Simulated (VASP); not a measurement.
# C (Fddd) in VASP: notebook

The runs below take C through single point, with LDA.

All numbers are computed with VASP 6.6.1; they aren't measurements. Logs are shortened: lines on timing, memory, paths and dates and some standing lists are left out, and cuts for length are marked.

**1. The cell of the first run**

The structure is orthorhombic, space group Fddd (No. 70). Conventional cell: a = 3.095 Å, b = 3.346 Å, c = 4.154 Å, α = 90.00°, β = 90.00°, γ = 90.00°. Within 2.1 Å of C (site symmetry 222) lie 4 C at 1.54 Å.

**2. Single point, LDA**

File INCAR:

```
SYSTEM = C
  PREC = Accurate
  ENCUT = 1300
  EDIFF = 1E-6
  ISMEAR = 0
  SIGMA = 0.05
  LREAL = .False.
  LASPH = .True.
  NELM = 120
  ALGO = Normal
  ISIF = 2
  LWAVE = .False.
  LCHARG = .False.
  GGA = CA
  NBANDS = 11
  GGA_COMPAT = .False.
```

File KPOINTS:

```
Automatic mesh
0
Gamma
  12 12 12
  0 0 0
```

File POSCAR:

```
C
1.0
    0.0000000000      2.0769870879      1.6730671760
    1.5472560559      0.0000000000      1.6730671760
    1.5472560559      2.0769870879      0.0000000000
C
2
Direct
    0.5000000000      0.5000000000      0.5000000000
    0.7500000000      0.7500000000      0.7500000000
```

Potentials or basis: VASP PAW LDA potentials, release 64 (C_h).

On the command line:

```bash
$ cat potpaw_LDA.64/C_h/POTCAR > POTCAR
$ mpirun -np 1 vasp_std > vasp.out
```

OUTCAR:

```text
SYSTEM = C
   PREC = Accurate
   ENCUT = 1300
   EDIFF = 1E-6
   ISMEAR = 0
   LREAL = .False.
   LASPH = .True.
   NELM = 120
   ISIF = 2
   GGA = CA

 ion  position               nearest neighbor table
   1  0.500  0.500  0.500-
   2  0.750  0.750  0.750-

  LATTYP: Found a face centered orthorhombic cell.
 ALAT       =     3.0945121118
 B/A-ratio  =     1.0813124108
 C/A-ratio  =     1.3423680457

  Lattice vectors:

 A1 = (   0.0000000000,   2.0769870879,  -1.6730671760)
 A2 = (   1.5472560559,   2.0769870879,   0.0000000000)
 A3 = (   1.5472560559,   0.0000000000,  -1.6730671760)

Analysis of symmetry for initial positions (statically):
=====================================================================
 Subroutine PRICEL returns:
 Original cell was already a primitive cell.

 Routine SETGRP: Setting up the symmetry group for a
 face centered orthorhombic supercell.

 Subroutine GETGRP returns: Found  8 space group operations
 (whereof  4 operations were pure point group operations)
 out of a pool of  8 trial point group operations.

The static configuration has the point symmetry D_2 .
 The point group associated with its full space group is D_2h.

Analysis of symmetry for dynamics (positions and initial velocities):
=====================================================================
 Subroutine PRICEL returns:
 Original cell was already a primitive cell.

 Routine SETGRP: Setting up the symmetry group for a
 face centered orthorhombic supercell.

 Subroutine GETGRP returns: Found  8 space group operations
 (whereof  4 operations were pure point group operations)
 out of a pool of  8 trial point group operations.

The dynamic configuration has the point symmetry D_2 .
 The point group associated with its full space group is D_2h.

 Subroutine INISYM returns: Found  8 space group operations
 (whereof  4 operations are pure point group operations),
 and found     1 'primitive' translations

----------------------------------------------------------------------------------------

                                     Primitive cell

  volume of cell :      10.7532

  direct lattice vectors                    reciprocal lattice vectors
     0.000000000  2.076987088  1.673067176    -0.323152718  0.240733321  0.298852316
     1.547256056  0.000000000  1.673067176     0.323152718 -0.240733321  0.298852316
[... 85 lines left out ...]
   EDIFF  = 0.1E-05   stopping-criterion for ELM
   LREAL  =      F    real-space projection
   EDIFFG = 0.1E-04   stopping-criterion for IOM
   NSW    =      0    number of steps for IOM
   IBRION =     -1    ionic relax: 0-MD 1-quasi-New 2-CG
   NFREE  =      0    steps in history (QN), initial steepest desc. (CG)
   ISIF   =      2    stress and relaxation
   ISYM   =      2    0-nonsym 1-usesym 2-fastsym
   POTIM  = 0.5000    time-step for ionic-motion
   TEBEG  =    0.0;   TEEND  =   0.0 temperature during run
   PSTRESS=    0.0 pullay stress
   NELECT =       8.0000    total number of electrons
   NUPDOWN=      -1.0000    fix difference up-down
   EMIN   =  10.00;   EMAX   =-10.00  energy-range for DOS
   EFERMI =   0.00;   METHOD = LEGACY
   ISMEAR =     0;   SIGMA  =   0.05  broadening in eV -4-tet -1-fermi 0-gaus
   EFERMI_NEDOS =   21; number of points for ismear=-14 and -15
   IALGO  =     38    algorithm
   IMIX   =      4    mixing-type and parameters
     AMIX     =   0.40;   BMIX     =  1.00
     AMIX_MAG =   1.60;   BMIX_MAG =  1.00
  volume/ion in A,a.u.               =       5.38        36.28
  Fermi-wavevector in a.u.,A,eV,Ry     =   1.483400  2.803220 29.939301  2.200477
  Thomas-Fermi vector in A             =   2.597067
   LORBIT       =      0    0 simple, 1 ext, 2 COOP (PROOUT), +10 PAW based schemes
   GGA     = CA    functional components
   LHFCALC =     F    Hartree Fock is set to
   AEXX    =    0.0000 exact exchange contribution
   IVDW    =     0    specifies the selected vdW correction
   LEPSILON=     F    determine dielectric tensor
   LRPA    =     F    only Hartree local field effects (RPA)
 non-spin polarized calculation
 Gauss-broadening in eV      SIGMA  =   0.05
  energy-cutoff  :     1300.00
  volume of cell :       10.75
 maximum number of plane-waves:      1166
   NGX = 15   NGY = 13   NGZ = 15

 number of electron       8.0000000 magnetization

 Free energy of the ion-electron system (eV)
  ---------------------------------------------------
  ext. energy  EPLUGINS =         0.00000000
  ---------------------------------------------------
  free energy    TOTEN  =       -18.55321876 eV

  energy without entropy =      -18.55315630  energy(sigma->0) =      -18.55318753

 E-fermi :  13.5370     XC(G=0): -13.9816

 val. band max:       13.5129604519   @ k =  -0.0833  -0.0000   0.0833
 cond. band min:      13.6052300377   @ k =   0.0000   0.3333   0.3333
 fundamental gap:      0.0922695858
 Fermi energy:        13.5369782168

 k-point     1 :       0.0000    0.0000    0.0000
  band No.  band energies     occupation
      1     -10.2212      2.00000
      2       8.4909      2.00000
      3      13.2783      2.00000
      4      13.8536      0.00000
      5      16.6970      0.00000
      6      17.6516      0.00000
      7      20.2665      0.00000
      8      23.5987      0.00000
      9      31.9981      0.00000
     10      32.3677      0.00000
     11      33.4500      0.00000
[... 309 lines left out ...]
 k-point    24 :      -0.4167    0.1667    0.0000
  band No.  band energies     occupation
      1      -3.4982      2.00000
      2      -0.7916      2.00000
      3       5.5761      2.00000
      4       8.8145      2.00000
      5      17.0504      0.00000
      6      20.6261      0.00000
      7      26.2368      0.00000
      8      27.4842      0.00000
      9      31.4273      0.00000
     10      35.1000      0.00000
     11      40.1886      0.00000

 [... further k-points ...]
[... 5 lines left out ...]
  --------------------------------------------------------------------------------------
  -------------------------------------------------------------------------------------
  Total        8.9114374    -12.5040073      6.5552425      0.0000000      0.0000000      0.0000000
  in kB     1327.7581679  -1863.0325340    976.6972834      0.0000000      0.0000000      0.0000000
  external PRESSURE =     147.1409724 kB  Pullay stress =       0.0000000 kB

 VOLUME and BASIS-vectors are now :
 -----------------------------------------------------------------------------
  energy-cutoff  :     1300.00
  volume of cell :       10.75
      direct lattice vectors                 reciprocal lattice vectors
     0.000000000  2.076987088  1.673067176    -0.323152718  0.240733321  0.298852316
     1.547256056  0.000000000  1.673067176     0.323152718 -0.240733321  0.298852316
     1.547256056  2.076987088  0.000000000     0.323152718  0.240733321 -0.298852316

 POSITION                                       TOTAL-FORCE (eV/Angst)
 -----------------------------------------------------------------------------------
      1.54726      2.07699      1.67307         0.000000      0.000000      0.000000
      2.32088      3.11548      2.50960        -0.000000      0.000000      0.000000
 -----------------------------------------------------------------------------------
    total drift:                               -0.000000     -0.000000      0.000000

  FREE ENERGIE OF THE ION-ELECTRON SYSTEM (eV)
  ---------------------------------------------------
  free  energy   TOTEN  =       -18.5532187596 eV

  energy  without entropy=      -18.5531562998  energy(sigma->0) =      -18.55318753
```

It took 30 s on 1 thread of Intel Xeon 6975P-C (Granite Rapids), shared host; peak memory 0.21 GiB.

What came out:

- Free energy: -18.5532 eV
- Pressure: 14.7 GPa
- Band gap on the k mesh: zero (bands 4 and 5 overlap by 0.38 eV)

Levels at points of the mesh, in eV from the Fermi level:
| k point | band 1 | band 2 | band 3 | band 4 | band 5 | band 6 | band 7 | band 8 | band 9 |
| --- | --- | --- | --- | --- | --- | --- | --- | --- | --- |
| (0.00, 0.00, 0.00) | -23.76 | -5.05 | -0.26 | 0.32 | 3.16 | 4.11 | 6.73 | 10.06 | 18.46 |
| (0.50, 0.00, 0.00) | -17.30 | -15.48 | -7.11 | -1.74 | 1.90 | 7.70 | 12.07 | 14.17 | 19.77 |
| (0.50, 0.50, 0.00) | -13.76 | -13.76 | -8.38 | -8.38 | 2.64 | 2.64 | 12.26 | 12.26 | 18.99 |
| (0.50, 0.00, 0.50) | -17.16 | -17.16 | -5.21 | -5.21 | 7.58 | 7.58 | 13.95 | 13.95 | 18.66 |
| (0.00, 0.50, 0.50) | -12.38 | -12.38 | -9.69 | -9.69 | 0.58 | 0.58 | 13.75 | 13.75 | 20.86 |

Caveat: the cell differs from its parent crystal (strain +e along x and -e along y -0.1500, strain +e along z and -e/2 along x and y -0.0525); the stress differs along the axes, from -186 to 133 GPa.

**3. Single point, LDA**

File INCAR:

```
PREC = Accurate ; ENCUT = 1300
EDIFF = 1E-6 ; ISMEAR = 0
SIGMA = 0.05 ; LREAL = False
LASPH = True ; NELM = 120
ALGO = Normal ; ISIF = 2
LWAVE = False ; LCHARG = False
NBANDS = 11 ; GGA_COMPAT = False
```

File KPOINTS:

```
Automatic mesh
0
Gamma
  12 12 12
```

File POSCAR:

```
C
1.0
    0.0000000000      1.9953202205      1.7039681529
    1.5980219465      0.0000000000      1.7039681529
    1.5980219465      1.9953202205      0.0000000000
C
2
Direct
    0.5000000000      0.5000000000      0.5000000000
    0.7500000000      0.7500000000      0.7500000000
```

Potentials or basis: VASP PAW LDA potentials, release 64 (C_h).

On the command line:

```bash
$ cat potpaw_LDA.64/C_h/POTCAR > POTCAR
$ mpirun -np 1 vasp_std > vasp.out
```

OUTCAR:

```text
PREC = Accurate
   ENCUT = 1300
   EDIFF = 1E-6
   ISMEAR = 0
   LREAL = False
   LASPH = True
   NELM = 120
   ISIF = 2

 ion  position               nearest neighbor table
   1  0.500  0.500  0.500-
   2  0.750  0.750  0.750-

  LATTYP: Found a face centered orthorhombic cell.
 ALAT       =     3.1960438930
 B/A-ratio  =     1.0662983425
 C/A-ratio  =     1.2486187845

  Lattice vectors:

 A1 = (   0.0000000000,   1.9953202205,  -1.7039681529)
 A2 = (   1.5980219465,   1.9953202205,   0.0000000000)
 A3 = (   1.5980219465,   0.0000000000,  -1.7039681529)

[... 512 lines left out ...]
      6      20.3964      0.00000
      7      25.8481      0.00000
      8      27.0231      0.00000
      9      30.7895      0.00000
     10      35.5210      0.00000
     11      38.5322      0.00000

 [... further k-points ...]
[... 5 lines left out ...]
  --------------------------------------------------------------------------------------
  -------------------------------------------------------------------------------------
  Total        6.6719834     -9.0890355      4.1245938      0.0000000      0.0000000      0.0000000
  in kB      983.7363696  -1340.1134684    608.1419346      0.0000000      0.0000000      0.0000000
  external PRESSURE =      83.9216120 kB  Pullay stress =       0.0000000 kB

 VOLUME and BASIS-vectors are now :
 -----------------------------------------------------------------------------
  energy-cutoff  :     1300.00
  volume of cell :       10.87
      direct lattice vectors                 reciprocal lattice vectors
     0.000000000  1.995320221  1.703968153    -0.312886817  0.250586344  0.293432714
     1.598021947  0.000000000  1.703968153     0.312886817 -0.250586344  0.293432714
     1.598021947  1.995320221  0.000000000     0.312886817  0.250586344 -0.293432714

 POSITION                                       TOTAL-FORCE (eV/Angst)
 -----------------------------------------------------------------------------------
      1.59802      1.99532      1.70397         0.000000      0.000000     -0.000000
      2.39703      2.99298      2.55595        -0.000000      0.000000      0.000000
 -----------------------------------------------------------------------------------
    total drift:                               -0.000000     -0.000000      0.000000

  FREE ENERGIE OF THE ION-ELECTRON SYSTEM (eV)
  ---------------------------------------------------
  free  energy   TOTEN  =       -19.3355809013 eV

  energy  without entropy=      -19.3355809013  energy(sigma->0) =      -19.33558090
```

OSZICAR:

```text
N       E                     dE             d eps       ncg     rms          rms(c)
DAV:   1     0.205916520869E+02    0.20592E+02   -0.81206E+03  6168   0.147E+03
DAV:   2    -0.187096579112E+02   -0.39301E+02   -0.36968E+02  8499   0.204E+02
DAV:   3    -0.201195556295E+02   -0.14099E+01   -0.14041E+01  7471   0.317E+01
DAV:   4    -0.201237125087E+02   -0.41569E-02   -0.41566E-02  6618   0.190E+00
DAV:   5    -0.201237178166E+02   -0.53079E-05   -0.53078E-05  7189   0.707E-02    0.500E+00
DAV:   6    -0.195410061661E+02    0.58271E+00   -0.30449E-01  6508   0.392E+00    0.267E+00
DAV:   7    -0.193356611940E+02    0.20534E+00   -0.36326E-01  6840   0.425E+00    0.351E-01
DAV:   8    -0.193355947045E+02    0.66489E-04   -0.84385E-03  6625   0.893E-01    0.291E-02
DAV:   9    -0.193355799908E+02    0.14714E-04   -0.38545E-05  7115   0.537E-02    0.138E-02
DAV:  10    -0.193355809013E+02   -0.91045E-06   -0.32290E-06  6801   0.169E-02
   1 F= -.19335581E+02 E0= -.19335581E+02  d E =-.298130E-21
```

Run time: 61 s. Hardware: 1 thread of AMD EPYC 7R13 (Zen 3), shared host; peak memory 0.19 GiB.

Results:

* Free energy: -19.3356 eV
* Pressure: 8.4 GPa
* Band gap on the k mesh: 0.66 eV (least direct gap 3.38 eV)

Caveat: the cell differs from its parent crystal (strain +e along x and -e along y -0.1125, strain +e along z and -e/2 along x and y -0.0350); the stress differs along the axes, from -134 to 98 GPa.

The gap in the log of VASP goes by the Fermi energy; the results here count the filled bands.